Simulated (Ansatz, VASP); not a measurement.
**One calculation of Ni, two programs**

```
Ni
1.0
     0.00000   -2.75508    0.00000
    -2.75508    0.00000    0.00000
     0.00000    0.00000   -2.75508
Ni
2
Direct
  0.50612 0.49935 0.48120
  0.99388 0.00065 0.01880
```

Alike in both runs: task single point; functional PBEsol; k mesh 12 × 12 × 12; occupations gaussian, width 0.15 eV; collinear spin.

|  | VASP | Ansatz |
| --- | --- | --- |
| version | VASP 6.6.1 | Ansatz 0.2.0 |
| potentials or method | VASP PAW PBE potentials, release 64 (Ni), cutoff 520 eV | scalar-relativistic, plane waves, PAW |
| valence electrons in the cell | 20 | 36 |

```csv
,VASP,Ansatz,Ansatz less VASP
gap on the k mesh at the Fermi level (eV),none,none,-
pressure (GPa),1.2,1.4,+0.14
"traceless stress, the component that is largest in VASP (GPa)",-0.80,-0.80,+0.004
rms of the force components (eV/Å),0.502,0.506,+0.0039
net moment per atom (μB),0.50,0.51,+0.005
size of the moment on the site where the two differ most (μB),0.50,0.53,+0.028
```

VASP's potentials were made for PBE, not for PBEsol. Site moments also hang on the region over which each program counts them. Atom by atom the forces differ by 0.004 eV/Å (rms over components). A gap of «none» marks a metal or a gap that the smearing closes. VASP's potentials hold 20 valence electrons a cell and Ansatz's 36, so a difference there can come from the potentials and not from the codes.
